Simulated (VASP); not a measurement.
# TiC (P6_3/mmc) in VASP: further runs, part 2 of 2

VASP 6.6.1. The steps go on from the part before.

## (3) Single point, PBE

This run uses another cell than the first one: it holds 12 atoms, not 8.

File INCAR:

```
SYSTEM = TiC
PREC = Accurate ; ENCUT = 520
EDIFF = 1E-7 ; ISMEAR = 0
SIGMA = 0.1 ; LREAL = .False.
LASPH = .True. ; NELM = 60
ALGO = Normal ; ISIF = 2
LWAVE = .False. ; LCHARG = .False.
GGA = PE ; NBANDS = 60
```

File KPOINTS:

```
Automatic mesh
0
Gamma
  12 12 3
  0 0 0
```

File POSCAR:

```
TiC
1.0
    3.0846331880      0.0000000000      0.0000000000
   -1.5423165940      2.6713707022      0.0000000000
    0.0000000000      0.0000000000     14.8363473819
Ti C
6 6
Direct
    0.0000000000      0.0000000000      0.0000000000
    0.3333333333      0.6666666667      0.1668950931
    0.6666666667      0.3333333333      0.3331049069
    0.0000000000      0.0000000000      0.5000000000
    0.6666666667      0.3333333333      0.6668950931
    0.3333333333      0.6666666667      0.8331049069
    0.6666666667      0.3333333333      0.0840629777
    0.0000000000      0.0000000000      0.2500000000
    0.3333333333      0.6666666667      0.4159370223
    0.3333333333      0.6666666667      0.5840629777
    0.0000000000      0.0000000000      0.7500000000
    0.6666666667      0.3333333333      0.9159370223
```

Potentials or basis: VASP PAW PBE potentials, release 64 (Ti_sv, C).

Run with:

```sh
$ cat potpaw_PBE.64/Ti_sv/POTCAR potpaw_PBE.64/C/POTCAR > POTCAR
$ mpirun -np 1 vasp_std > vasp.out
```

OUTCAR:

```text
SYSTEM = TiC
   PREC = Accurate
   ENCUT = 520
   EDIFF = 1E-7
   ISMEAR = 0
   LREAL = .False.
   LASPH = .True.
   NELM = 60
   ISIF = 2
   GGA = PE

 ion  position               nearest neighbor table
   1  0.000  0.000  0.000-   7 2.17  12 2.17   7 2.17  12 2.17   7 2.17  12 2.17
   2  0.333  0.667  0.167-   7 2.16   7 2.16   7 2.16   8 2.17   8 2.17   8 2.17
   3  0.667  0.333  0.333-   9 2.16   9 2.16   9 2.16   8 2.17   8 2.17   8 2.17
   4  0.000  0.000  0.500-   9 2.17  10 2.17   9 2.17  10 2.17   9 2.17  10 2.17
   5  0.667  0.333  0.667-  10 2.16  10 2.16  10 2.16  11 2.17  11 2.17  11 2.17
[... 1748 lines left out ...]
  energy-cutoff  :      520.00
  volume of cell :      122.25
      direct lattice vectors                 reciprocal lattice vectors
     3.084633188  0.000000000  0.000000000     0.324187655  0.187169830  0.000000000
    -1.542316594  2.671370702  0.000000000     0.000000000  0.374339660  0.000000000
     0.000000000  0.000000000 14.836347382     0.000000000  0.000000000  0.067402035

 POSITION                                       TOTAL-FORCE (eV/Angst)
 -----------------------------------------------------------------------------------
      0.00000      0.00000      0.00000        -0.000000      0.000000      0.000000
     -0.00000      1.78091      2.47611         0.000000      0.000000      0.000100
      1.54232      0.89046      4.94206         0.000000     -0.000000     -0.000100
      0.00000      0.00000      7.41817         0.000000     -0.000000      0.000000
      1.54232      0.89046      9.89429         0.000000     -0.000000      0.000100
     -0.00000      1.78091     12.36023        -0.000000      0.000000     -0.000100
      1.54232      0.89046      1.24719        -0.000000      0.000000      0.000021
      0.00000      0.00000      3.70909         0.000000     -0.000000      0.000000
     -0.00000      1.78091      6.17099         0.000000      0.000000     -0.000021
     -0.00000      1.78091      8.66536        -0.000000      0.000000      0.000021
      0.00000      0.00000     11.12726         0.000000     -0.000000      0.000000
      1.54232      0.89046     13.58916        -0.000000      0.000000     -0.000021
 -----------------------------------------------------------------------------------
    total drift:                                0.000000     -0.000000      0.000000

  FREE ENERGIE OF THE ION-ELECTRON SYSTEM (eV)
  ---------------------------------------------------
  free  energy   TOTEN  =      -111.4320447896 eV

  energy  without entropy=     -111.4256958366  energy(sigma->0) =     -111.42887031
```

stdout:

```text
POSCAR found type information on POSCAR TiC
 POSCAR found :  2 types and      12 ions
 scaLAPACK will be used
 LDA part: xc-table for (Slater+PW92), standard interpolation
 POSCAR, INCAR and KPOINTS ok, starting setup
 FFT: planning ... GRIDC
 FFT: planning ... GRID_SOFT
 FFT: planning ... GRID
 WAVECAR not read
 entering main loop
```

Run time: 6.9 min. Hardware: 1 thread of Intel Xeon Platinum 8488C (Sapphire Rapids), shared host; peak memory 0.35 GiB.

Results:

| Property | Result |
| --- | --- |
| Free energy | -111.4320 eV |
| Pressure | 0.2 GPa |
| Band gap on the k mesh | zero (bands 48 and 49 overlap by 0.95 eV) |

Levels at points of the mesh, in eV from the Fermi level:
| k point | band 45 | band 46 | band 47 | band 48 | band 49 | band 50 | band 51 | band 52 |
| --- | --- | --- | --- | --- | --- | --- | --- | --- |
| (0.00, 0.00, 0.00) | -0.82 | 0.17 | 0.17 | 0.70 | 0.74 | 0.74 | 1.07 | 1.07 |
| (0.50, 0.00, 0.00) | -1.60 | -1.46 | -1.24 | -0.39 | 0.43 | 0.63 | 1.22 | 2.08 |

## (4) Relaxation of cell and atoms, PBE

This run uses another cell than the first one: it holds 4 atoms, not 8.

File INCAR:

```
PREC = Accurate
ENCUT = 600
EDIFF = 1E-7
ISMEAR = 0
SIGMA = 0.1
LREAL = False
LASPH = True
NELM = 60
ALGO = Normal
ISIF = 3
LWAVE = False
LCHARG = False
GGA = PE
IBRION = 2
NSW = 65
EDIFFG = -0.01
```

File KPOINTS:

```
regular mesh
0
Gamma
  12 12 9
```

File POSCAR:

```
TiC
1.0
    3.0636137572      0.0000000000      0.0000000000
   -1.5318068786      2.6531673411      0.0000000000
    0.0000000000      0.0000000000      5.0038701816
Ti C
2 2
Direct
    0.0000000000      0.0000000000      0.0000000000
    0.3333333333      0.6666666667      0.5000000000
    0.6666666667      0.3333333333      0.2500000000
    0.6666666667      0.3333333333      0.7500000000
```

Run with:

```sh
$ cat potpaw_PBE.64/Ti_sv/POTCAR potpaw_PBE.64/C/POTCAR > POTCAR
$ mpirun -np 1 vasp_std > vasp.out
```

Run time: 6.4 min. Hardware: 1 thread of Intel Xeon Platinum 8488C (Sapphire Rapids), shared host; peak memory 0.23 GiB.

The run converged. Its results:

```
Free energy                           : -36.8572 eV
Relaxed volume                        : 10.16 Å³/atom
Relaxed cell                          : a = 3.158 Å, b = 3.158 Å, c = 4.706 Å, α = 90.00°, β = 90.00°, γ = 120.00°
Space group after relaxing (to 0.1 Å) : P6_3/mmc (No. 194)
Energy gained by relaxing             : 35.8 meV/atom
Ionic steps                           : 8
Pressure after relaxing               : 0.1 GPa
Band gap on the k mesh                : zero (bands 16 and 17 overlap by 0.74 eV)
```

Step by step:
```csv
step,energy change (eV),largest force (eV/Å),pressure (GPa),volume (Å³)
1,0.0000,0.0000,1.13,40.67
2,-0.1226,0.0000,-1.83,41.05
3,-0.1363,0.0000,-2.79,41.17
4,-0.1375,0.0000,-3.06,41.20
5,-0.1342,0.0000,4.23,39.98
6,-0.1432,0.0000,0.07,40.66
7,-0.1432,0.0000,0.13,40.65
8,-0.1433,0.0000,0.08,40.65
```

Final structure:
```
CELL_PARAMETERS angstrom
3.15835 0.00000 0.00000
-1.57918 2.73521 0.00000
0.00000 0.00000 4.70572
ATOMIC_POSITIONS crystal
Ti 0.00000 0.00000 0.00000
Ti 0.33333 0.66667 0.50000
C 0.66667 0.33333 0.25000
C 0.66667 0.33333 0.75000
```

Levels at points of the mesh, in eV from the Fermi level:
| k point | band 12 | band 13 | band 14 | band 15 | band 16 | band 17 | band 18 | band 19 | band 20 |
| --- | --- | --- | --- | --- | --- | --- | --- | --- | --- |
| (0.00, 0.00, 0.00) | -3.29 | -3.29 | -1.09 | -1.09 | 0.60 | 0.60 | 0.68 | 0.71 | 0.71 |
| (0.50, 0.00, 0.00) | -4.82 | -3.38 | -3.34 | -1.80 | -1.51 | 2.19 | 2.52 | 2.67 | 2.88 |

## (5) The runs side by side

| task | cell | k mesh | cutoff (eV) | gap on the mesh (eV) | pressure (GPa) |
| --- | --- | --- | --- | --- | --- |
| single point | a = 3.100, b = 3.100, c = 9.790 Å, angles 90.0, 90.0, 120.0°, 8 atoms, atomic positions A | 12 × 12 × 5 | 520 | none | 0.2 |
| single point | a = 3.085, b = 3.085, c = 14.836 Å, angles 90.0, 90.0, 120.0°, 12 atoms, atomic positions B | 12 × 12 × 3 | 520 | none | 0.2 |
| relaxation of cell and atoms | relaxed from a = 3.064, b = 3.064, c = 5.004 Å, angles 90.0, 90.0, 120.0°, 4 atoms, atomic positions C | 12 × 12 × 9 | 600 | none | 0.1 |

Alike in all rows: level PBE; potentials or basis VASP PAW PBE potentials, release 64 (Ti_sv, C); no spin polarisation; smearing gaussian 0.1 eV.

Total energies depend on the potentials used, so only differences within one code and one set of settings carry meaning.
